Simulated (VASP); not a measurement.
Here is a VASP 6.6.1 calculation.

Contents of INCAR:

```
ALGO = Normal ; EDIFF = 1E-8
ENCUT = 520 ; GGA = PE
IBRION = 8 ; ISIF = 2
ISMEAR = 0 ; LASPH = True
LCHARG = False ; LEPSILON = True
LREAL = False ; LWAVE = False
NELM = 60 ; NSW = 1
PREC = Accurate ; SIGMA = 0.01
```

KPOINTS

```
k-points
0
Gamma
  6 6 4
```

The input POSCAR:

```
ZnS
1.0
    3.8440669373      0.0000000000      0.0000000000
   -1.9220334686      3.3290596216      0.0000000000
    0.0000000000      0.0000000000      6.3046430618
Zn S
2 2
Direct
    0.3333333333      0.6666666667      0.0002666736
    0.6666666667      0.3333333333      0.5002666736
    0.3333333333      0.6666666667      0.3747333264
    0.6666666667      0.3333333333      0.8747333264
```

Potentials or basis: VASP PAW PBE potentials, release 64 (Zn, S).

Command:

```bash
$ cat potpaw_PBE.64/Zn/POTCAR potpaw_PBE.64/S/POTCAR > POTCAR
$ mpirun -np 1 vasp_std > vasp.out
```

Task: Estimate the electronic dielectric tensor (diagonal).

Result: 6.09, 6.09, 6.02.

Task: What does it give for the Born charges (mean of the diagonal)?

Result: Zn +2.04; S -2.04 e.

Task: Estimate the highest phonon frequency at Γ, LO-TO splitting left out.

Result: 323 cm⁻¹.

Phonon frequencies in cm⁻¹ (negative: imaginary):
```tsv
q point	frequencies
(0.000, 0.000, 0.000)	-1 -1 0 72 72 188 259 265 265 270 270 323
```
